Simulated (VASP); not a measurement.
# Cr (Im-3m) in VASP: settings compared, part 2 of 2

VASP 6.6.1. The steps go on from the part before.

## Step 3: Single point, revPBE+D3(BJ), collinear spin, ferromagnetic start

This run uses another cell than the first one, of 11.11 Å³/atom, 1.024 times its volume.

INCAR reads:

```
SYSTEM = Cr
PREC = Accurate
ENCUT = 520
EDIFF = 1E-7
ISMEAR = -1
SIGMA = 0.05
LREAL = .FALSE.
LASPH = .TRUE.
NELM = 150
ALGO = Normal
ISIF = 2
LWAVE = .FALSE.
LCHARG = .FALSE.
ISPIN = 2
MAGMOM = 3
LORBIT = 11
LMAXMIX = 4
GGA = RE
IVDW = 12
NBANDS = 16
```

KPOINTS reads:

```
regular mesh
0
G
  14 14 14
  0 0 0
```

POSCAR reads:

```
Cr
1.0
   -1.4057149561      1.4057149561      1.4057149561
    1.4057149561     -1.4057149561      1.4057149561
    1.4057149561      1.4057149561     -1.4057149561
Cr
1
Direct
    0.0000000000      0.0000000000      0.0000000000
```

Potentials or basis: VASP PAW PBE potentials, release 64 (Cr_pv).

Command:

```console
$ cat potpaw_PBE.64/Cr_pv/POTCAR > POTCAR
$ mpirun -np 1 vasp_std > vasp.out
```

OUTCAR:

```text
SYSTEM = Cr
   PREC = Accurate
   ENCUT = 520
   EDIFF = 1E-7
   ISMEAR = -1
   LREAL = .FALSE.
   LASPH = .TRUE.
   NELM = 150
   ISIF = 2
   ISPIN = 2
   LORBIT = 11
   GGA = RE
   IVDW = 12
 IVDW          = 12

 ion  position               nearest neighbor table
   1  0.000  0.000  0.000-

  LATTYP: Found a body centered cubic cell.
 ALAT       =     2.8114299122

  Lattice vectors:

 A1 = (  -1.4057149561,   1.4057149561,   1.4057149561)
 A2 = (   1.4057149561,  -1.4057149561,   1.4057149561)
 A3 = (   1.4057149561,   1.4057149561,  -1.4057149561)

Analysis of symmetry for initial positions (statically):
=====================================================================
 Subroutine PRICEL returns:
 Original cell was already a primitive cell.

 Routine SETGRP: Setting up the symmetry group for a
 body centered cubic supercell.

 Subroutine GETGRP returns: Found 48 space group operations
 (whereof 48 operations were pure point group operations)
 out of a pool of 48 trial point group operations.

The static configuration has the point symmetry O_h .

Analysis of symmetry for dynamics (positions and initial velocities):
=====================================================================
 Subroutine PRICEL returns:
 Original cell was already a primitive cell.

 Routine SETGRP: Setting up the symmetry group for a
 body centered cubic supercell.

 Subroutine GETGRP returns: Found 48 space group operations
 (whereof 48 operations were pure point group operations)
 out of a pool of 48 trial point group operations.

The dynamic configuration has the point symmetry O_h .

Analysis of structural, dynamic, and magnetic symmetry:
=====================================================================
 Subroutine PRICEL returns:
 Original cell was already a primitive cell.

 Routine SETGRP: Setting up the symmetry group for a
 body centered cubic supercell.

 Subroutine GETGRP returns: Found 48 space group operations
[... 136 lines left out ...]
   NGX =  9   NGY =  9   NGZ =  9

 number of electron      12.0000013 magnetization       0.0002200

 number of electron      12.0000013 magnetization      -0.0000034

 Free energy of the ion-electron system (eV)
  ---------------------------------------------------
  ext. energy  EPLUGINS =         0.00000000
  ---------------------------------------------------
  free energy    TOTEN  =        -9.07484569 eV

  energy without entropy =       -9.06641559  energy(sigma->0) =       -9.07063064

 E-fermi :  11.6955     XC(G=0): -13.8177

 val. band max:       11.6800290194   @ k =  -0.2857   0.3571   0.2143
 cond. band min:      11.7061271461   @ k =  -0.3571   0.3571   0.2857
 fundamental gap:      0.0260981267
 Fermi energy:        11.6955421093

 spin component 1

 k-point     1 :       0.0000    0.0000    0.0000
  band No.  band energies     occupation
      1     -31.1051      1.00000
      2     -31.1051      1.00000
      3     -31.1051      1.00000
      4       3.6161      1.00000
      5      10.6562      1.00000
      6      10.6562      1.00000
[... 435 lines left out ...]
      5       9.2174      1.00000
      6       9.7085      1.00000
[... 8 lines left out ...]
     15      40.0743      0.00000
     16      49.8339      0.00000

 [... further k-points ...]

 spin component 2

 k-point     1 :       0.0000    0.0000    0.0000
  band No.  band energies     occupation
      1     -31.1051      1.00000
      2     -31.1051      1.00000
      3     -31.1051      1.00000
      4       3.6161      1.00000
      5      10.6562      1.00000
      6      10.6562      1.00000
[... 435 lines left out ...]
      5       9.2174      1.00000
      6       9.7085      1.00000
[... 8 lines left out ...]
     15      40.0743      0.00000
     16      49.8339      0.00000

 [... further k-points ...]

------------------------ aborting loop because EDIFF is reached ----------------------------------------

 Edisp (eV)   -0.98556

 E8    (eV) :    -0.6968

  FORCE on cell =-STRESS in cart. coord.  units (eV):
  Direction    XX          YY          ZZ          XY          YZ          ZX
  --------------------------------------------------------------------------------------
  -------------------------------------------------------------------------------------
  Total      -0.02949    -0.02949    -0.02949     0.00000    -0.00000     0.00000
  in kB      -4.25236    -4.25236    -4.25236     0.00000    -0.00000     0.00000
  external pressure =       -4.25 kB  Pullay stress =        0.00 kB

 VOLUME and BASIS-vectors are now :
 -----------------------------------------------------------------------------
  energy-cutoff  :      520.00
  volume of cell :       11.11
      direct lattice vectors                 reciprocal lattice vectors
    -1.405714956  1.405714956  1.405714956     0.000000000  0.355690887  0.355690887
     1.405714956 -1.405714956  1.405714956     0.355690887  0.000000000  0.355690887
     1.405714956  1.405714956 -1.405714956     0.355690887  0.355690887  0.000000000

 POSITION                                       TOTAL-FORCE (eV/Angst)
 -----------------------------------------------------------------------------------
      0.00000      0.00000      0.00000        -0.000000     -0.000000     -0.000000
 -----------------------------------------------------------------------------------
    total drift:                                0.000000     -0.000000      0.000000

  FREE ENERGIE OF THE ION-ELECTRON SYSTEM (eV)
  ---------------------------------------------------
  free  energy   TOTEN  =       -10.0604049201 eV

  energy  without entropy=      -10.0519748121  energy(sigma->0) =      -10.05618987

 total charge

# of ion       s       p       d       tot
------------------------------------------
    1        0.467   6.432   4.254  11.153

 magnetization (x)

# of ion       s       p       d       tot
------------------------------------------
    1        0.000  -0.000   0.000   0.000
```

OSZICAR:

```text
N       E                     dE             d eps       ncg     rms          rms(c)
DAV:   1     0.795918125309E+02    0.79592E+02   -0.61799E+03  6888   0.870E+02
DAV:   2    -0.764953988372E+01   -0.87241E+02   -0.83055E+02  7160   0.246E+02
DAV:   3    -0.909028523337E+01   -0.14407E+01   -0.14382E+01  7432   0.347E+01
DAV:   4    -0.909500619999E+01   -0.47210E-02   -0.47209E-02  7704   0.197E+00
DAV:   5    -0.909503797487E+01   -0.31775E-04   -0.31776E-04  7632   0.144E-01    0.188E+01
DAV:   6    -0.902899906986E+01    0.66039E-01   -0.17516E+00  6912   0.240E+01    0.390E+00
DAV:   7    -0.907106316338E+01   -0.42064E-01   -0.15863E-01  7120   0.311E+00    0.247E+00
DAV:   8    -0.907818489046E+01   -0.71217E-02   -0.78272E-03  6928   0.983E-01    0.916E-01
DAV:   9    -0.907457497495E+01    0.36099E-02   -0.18806E-03  7528   0.427E-01    0.309E-01
DAV:  10    -0.907483554491E+01   -0.26057E-03   -0.43357E-04  7168   0.174E-01    0.701E-02
DAV:  11    -0.907485333028E+01   -0.17785E-04   -0.15444E-05  7888   0.326E-02    0.284E-02
DAV:  12    -0.907484708030E+01    0.62500E-05   -0.28910E-06  6944   0.132E-02    0.520E-03
DAV:  13    -0.907484579167E+01    0.12886E-05   -0.72992E-07  7048   0.769E-03    0.226E-03
DAV:  14    -0.907484565187E+01    0.13980E-06   -0.26847E-08  4096   0.213E-03    0.813E-04
DAV:  15    -0.907484569499E+01   -0.43120E-07   -0.39838E-09  3448   0.620E-04
   1 F= -.10060405E+02 E0= -.10056190E+02  d E =-.843011E-02  mag=    -0.0000
```

stdout:

```text
POSCAR found type information on POSCAR Cr
 POSCAR found :  1 types and       1 ions
 scaLAPACK will be used
 -----------------------------------------------------------------------------
|                                                                             |
|                                                                             |
|     You enforced a specific xc type in the INCAR file but a different       |
|     I HOPE YOU KNOW WHAT YOU ARE DOING!                                     |
|                                                                             |
 -----------------------------------------------------------------------------

 LDA part: xc-table for (Slater+PW92), standard interpolation
 POSCAR, INCAR and KPOINTS ok, starting setup
 FFT: planning ... GRIDC
 FFT: planning ... GRID_SOFT
 FFT: planning ... GRID
 WAVECAR not read
 entering main loop
```

Run time: 22 s. Hardware: 1 thread of AMD EPYC 9R45 (Zen 5), shared host; peak memory 0.12 GiB.

Results:

```
Free energy                                           : -10.0604 eV
Pressure                                              : -0.4 GPa
Band gap on the k mesh                                : zero (filled and empty bands overlap)
Net moment                                            : 0.00 μB per cell
Valence electrons inside the program's atomic spheres : Cr 11.15
Dispersion energy per atom                            : -0.986 eV
```

Caveat: the starting moments collapsed, and a magnetic state may lie lower; the PAW data sets were made with another functional, which shifts forces and pressure a little; pairwise dispersion overbinds metals, which lowers pressure and volume.

## Step 4: Single point, PBE+D3(BJ), collinear spin, ferromagnetic start

This run uses another cell than the first one, of 11.24 Å³/atom, 1.036 times its volume.

INCAR reads:

```
  PREC = Accurate
  ENCUT = 520
  EDIFF = 1E-6
  ISMEAR = -1
  SIGMA = 0.05
  LREAL = F
  LASPH = T
  NELM = 150
  ALGO = Normal
  ISIF = 2
  LWAVE = F
  LCHARG = F
  ISPIN = 2
  MAGMOM = 3
  LORBIT = 11
  LMAXMIX = 4
  GGA = PE
  IVDW = 12
  NBANDS = 16
```

KPOINTS reads:

```
regular mesh
0
Gamma
  14 14 14
```

POSCAR reads:

```
Cr
1.0
   -1.4110504701      1.4110504701      1.4110504701
    1.4110504701     -1.4110504701      1.4110504701
    1.4110504701      1.4110504701     -1.4110504701
Cr
1
Direct
    0.0000000000      0.0000000000      0.0000000000
```

Command:

```console
$ cat potpaw_PBE.64/Cr_pv/POTCAR > POTCAR
$ mpirun -np 1 vasp_std > vasp.out
```

It took 20 s on 1 thread of AMD EPYC 9R45 (Zen 5), shared host; peak memory 0.12 GiB.

The run converged. Its results:

* Free energy: -10.0183 eV
* Pressure: -0.5 GPa
* Band gap on the k mesh: zero (filled and empty bands overlap)
* Net moment: 0.00 μB per cell
* Valence electrons inside the program's atomic spheres: Cr 11.12
* Dispersion energy per atom: -0.509 eV

Levels at points of the mesh, in eV from the Fermi level:
Spin up:
```csv
k point,band 2,band 3,band 4,band 5,band 6,band 7,band 8,band 9,band 10,band 11
"(0.00, 0.00, 0.00)",-42.76,-42.76,-8.03,-1.02,-1.02,-1.02,1.10,1.10,7.05,22.44
"(0.50, 0.00, 0.00)",-43.08,-42.77,-4.65,-2.63,1.11,1.11,1.46,2.87,7.04,10.18
"(0.50, 0.50, 0.50)",-43.45,-43.45,-4.56,-4.56,2.46,2.46,2.46,7.04,10.79,10.79
```
Spin down:
| k point | band 4 | band 5 | band 6 | band 7 | band 8 | band 9 |
| --- | --- | --- | --- | --- | --- | --- |
| (0.00, 0.00, 0.00) | -8.03 | -1.02 | -1.02 | -1.02 | 1.10 | 1.10 |
| (0.50, 0.00, 0.00) | -4.65 | -2.63 | 1.11 | 1.11 | 1.46 | 2.87 |
| (0.50, 0.50, 0.50) | -4.56 | -4.56 | 2.46 | 2.46 | 2.46 | 7.04 |

Caveat: the starting moments collapsed, and a magnetic state may lie lower; pairwise dispersion overbinds metals, which lowers pressure and volume.

## Step 5: Single point, RPBE, collinear spin, ferromagnetic start

This run uses another cell than the first one, of 11.79 Å³/atom, 1.087 times its volume.

INCAR reads:

```
PREC     = Accurate       # precision mode
ENCUT    = 520            # plane-wave cutoff, eV
EDIFF    = 1E-6           # SCF threshold, eV
ISMEAR   = -1             # smearing method
SIGMA    = 0.05           # smearing width, eV
LREAL    = F              # projectors in reciprocal space
LASPH    = T              # aspherical terms in the spheres
NELM     = 150            # most SCF steps
ALGO     = Normal         # electronic algorithm
ISIF     = 2              # what is computed and relaxed
LWAVE    = F              # write WAVECAR
LCHARG   = F              # write CHGCAR
ISPIN    = 2              # spin polarisation
MAGMOM   = 3              # initial moments
LORBIT   = 11             # projections on sites
LMAXMIX  = 4              # l up to which the mixer works
GGA      = RP             # functional
NBANDS   = 16             # bands
```

KPOINTS reads:

```
Automatic mesh
0
Gamma
  14 14 14
```

POSCAR reads:

```
Cr
1.0
   -1.4337155074      1.4337155074      1.4337155074
    1.4337155074     -1.4337155074      1.4337155074
    1.4337155074      1.4337155074     -1.4337155074
Cr
1
Direct
    0.0000000000      0.0000000000      0.0000000000
```

Command:

```console
$ cat potpaw_PBE.64/Cr_pv/POTCAR > POTCAR
$ mpirun -np 1 vasp_std > vasp.out
```

Run time: 20 s. Hardware: 1 thread of AMD EPYC 9R45 (Zen 5), shared host; peak memory 0.11 GiB.

It converged, with:

```yaml
Free_energy: -8.9868 eV
Pressure: -0.3 GPa
Band_gap_on_the_k_mesh: zero (filled and empty bands overlap)
Net_moment: 0.00 μB per cell
Valence_electrons_inside_the_program's_atomic_spheres: Cr 11.02
```

Levels at points of the mesh, in eV from the Fermi level:
Spin up:
```
           k point  band 2  band 3  band 4  band 5  band 6  band 7  band 8  band 9  band 10  band 11
(0.00, 0.00, 0.00)  -42.89  -42.89   -7.86   -0.95   -0.95   -0.95    1.06    1.06     7.08    22.05
(0.50, 0.00, 0.00)  -43.16  -42.90   -4.40   -2.46    0.97    1.05    1.39    2.67     7.06     9.62
(0.50, 0.50, 0.50)  -43.48  -43.48   -4.25   -4.25    2.30    2.30    2.30    7.07    10.36    10.36
```
Spin down:
| k point | band 4 | band 5 | band 6 | band 7 | band 8 | band 9 |
| --- | --- | --- | --- | --- | --- | --- |
| (0.00, 0.00, 0.00) | -7.86 | -0.95 | -0.95 | -0.95 | 1.06 | 1.06 |
| (0.50, 0.00, 0.00) | -4.40 | -2.46 | 0.97 | 1.05 | 1.39 | 2.68 |
| (0.50, 0.50, 0.50) | -4.25 | -4.25 | 2.30 | 2.30 | 2.30 | 7.07 |

Caveat: the starting moments collapsed, and a magnetic state may lie lower; the PAW data sets were made with another functional, which shifts forces and pressure a little.
